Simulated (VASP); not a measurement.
# Hf2Se3S3: single point with PBE+D3(BJ)

The system is Hf2Se3S3.

```xyz
16
Lattice="7.3673 -0.0439 -0.0181 -0.0439 7.5102 -0.0416 -0.0181 -0.0416 7.3740" Properties=species:S:1:pos:R:3 pbc="T T T"
Hf    0.5352    4.5838   -0.2104
Hf    3.4911    5.3734    3.9125
Hf    3.1958    6.3082    0.1256
Hf    6.2514    1.9605    1.5239
Se    4.3420    0.8663    6.9560
Se    1.4706    2.3381    0.3614
Se    4.9279    6.9775    2.6306
Se    5.2198    5.5198    5.8701
Se    3.2731    2.7272    2.9137
Se    7.4274    1.3877    3.6517
S     2.1093    4.8790    1.8455
S     1.5954    6.1813    5.2670
S     3.2723    3.8847    6.1844
S     1.8264    2.3610    4.3611
S     6.1922    4.2725    1.5188
S     0.9413    6.9795    1.3580
```

| Property | Result |
| --- | --- |
| Program | VASP 6.6.1 |
| Task | single point |
| Functional | PBE |
| Dispersion | D3(BJ) |
| Potentials or basis | VASP PAW PBE potentials, release 64 (Hf_pv, Se, S) |
| Cutoff | 520 eV |
| k mesh | 1 × 1 × 1, shifted |
| Occupations | fermi-dirac, width 0.1362 eV |
| Spin | no spin polarisation |
| Dipole correction | no |
| Further INCAR settings | LREAL = Auto; ALGO = Normal; EDIFF = 1e-06; NBANDS = 70; ISYM = 0 |

```json
{"Pressure": "-0.3 GPa", "Largest force": "2.821 eV/Å", "Band gap on the k mesh": "0.68 eV", "Dispersion energy per atom": "-0.312 eV"}
```

Forces in eV/Å, atoms in the order of the input:
```
Hf   0.348  1.451  0.725
Hf  -0.471 -0.709  0.653
Hf  -0.032  0.256 -0.041
Hf   0.134 -1.141 -1.683
Se   1.233  1.506  0.400
Se  -1.996 -1.186 -0.621
Se  -0.462  0.764 -0.507
Se   0.524 -1.051 -0.193
Se   2.244  0.765 -1.530
Se  -1.771 -1.131  0.490
S   -0.945  0.181  0.437
S   -0.452  0.688  0.607
S    1.226  0.536  0.702
S    0.077  0.432  1.959
S   -0.513 -0.056 -0.057
S    0.854 -1.305 -1.343
```

Stress tensor (GPa, compression positive):
```
-2.13 -0.81  0.14
-0.81  2.57 -0.72
 0.14 -0.72 -1.43
```

Levels at points of the mesh, in eV from the valence-band top:
| k point | band 54 | band 55 | band 56 | band 57 | band 58 | band 59 |
| --- | --- | --- | --- | --- | --- | --- |
| (0.25, 0.25, 0.25) | -0.23 | -0.10 | 0.00 | 0.68 | 1.08 | 1.34 |

Wall time 36 s on 1 thread of Intel(R) Xeon(R) 6975P-C (Granite Rapids), with other jobs on the host, peak memory 0.4 GiB.

Caveat: the k points lie up to 0.85 Å⁻¹ apart; spin-orbit coupling is left out, which moves the levels of the heavy elements.
